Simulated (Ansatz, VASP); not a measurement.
Two plane-wave programs on V

Contents of INCAR:

```
PREC = Accurate
ENCUT = 520
EDIFF = 1E-7
ISMEAR = -1
SIGMA = 0.08
LREAL = False
LASPH = True
NELM = 60
ALGO = Normal
ISIF = 2
LWAVE = False
LCHARG = False
GGA = PE
NBANDS = 12
```

The input KPOINTS:

```
regular mesh
0
Gamma
  15 15 15
```

File POSCAR:

```
V
1.0
    1.9714312586      0.0000000000      0.0000000000
    0.0000000000      1.9714312586      0.0000000000
    0.0000000000      0.0000000000      1.9714312586
V
1
Direct
    0.0000000000      0.0000000000      0.0000000000
```

Input for Ansatz:

```yaml
crystal:
  lattice:
    - [1.9714312586, 0.0, 0.0]
    - [0.0, 1.9714312586, 0.0]
    - [0.0, 0.0, 1.9714312586]
  atoms:
    - { symbol: V, position: [0.0, 0.0, 0.0] }
kpoints:
  mp_grid: { grid: [15, 15, 15] }
scf:
  occupations: { method: fermi_dirac, width: 0.08 }
hamiltonian:
  xc: pbe
  pseudopotentials: { kind: paw }
output:
  forces: true
  stress: true
  eigenvalues: true
  populations: true
```

Change from the starting cell: volume scaled by 0.52, PAW files.

Alike in both runs: task single point; functional PBE; k mesh 15 × 15 × 15; occupations fermi-dirac, width 0.08 eV; no spin polarisation.

|  | VASP | Ansatz |
| --- | --- | --- |
| version | VASP 6.6.1 | Ansatz 0.2.0 |
| potentials or method | VASP PAW PBE potentials, release 64 (V_sv) | PAW with Ansatz's default frozen-core files, scalar-relativistic |
| plane-wave cutoff (eV) | 520 | 420 |
| valence electrons in the cell | 13 | 13 |

Ansatz gave:

| Quantity | Value |
| --- | --- |
| pressure (GPa) | 308.1 |

Question: Estimate VASP's values.

Answer: Pressure (GPa): 329.1.

Both programs put the cell under a high pressure, so it lies far from rest at this level.

Noted on VASP's run: the cell as given lies far from equilibrium.
